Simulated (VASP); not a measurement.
Here is a VASP 6.6.1 calculation.

File INCAR:

```
  PREC = Accurate
  ENCUT = 520
  EDIFF = 1E-6
  ISMEAR = -1
  SIGMA = 0.04
  LREAL = False
  LASPH = True
  NELM = 60
  ALGO = Normal
  ISIF = 2
  LWAVE = False
  LCHARG = True
  GGA = PE
  LELF = True
  LVHAR = True
  NBANDS = 16
```

The input KPOINTS:

```
Automatic mesh
0
Gamma
  7 7 6
```

File POSCAR:

```
ZrB2
1.0
    3.1700000000      0.0000000000      0.0000000000
   -1.5850000000      2.7453005300      0.0000000000
    0.0000000000      0.0000000000      3.5330000000
Zr B
1 2
Direct
    0.0000000000      0.0000000000      0.0000000000
    0.6666666667      0.3333333333      0.5000000000
    0.3333333333      0.6666666667      0.5000000000
```

Potentials or basis: VASP PAW PBE potentials, release 64 (Zr_sv, B).

Launch:

```console
$ cat potpaw_PBE.64/Zr_sv/POTCAR potpaw_PBE.64/B/POTCAR > POTCAR
$ mpirun -np 1 vasp_std > vasp.out
```

Problem. Predict the pressure.

Solution. 0.9 GPa.

Problem. Estimate the band gap on the k mesh.

Solution. Zero (band 9 reaches 11.29 eV, above the bottom of band 10 at 10.34 eV).

Stress tensor (GPa, compression positive):
```
0.83 0.00 0.00
0.00 0.83 0.00
0.00 0.00 1.17
```
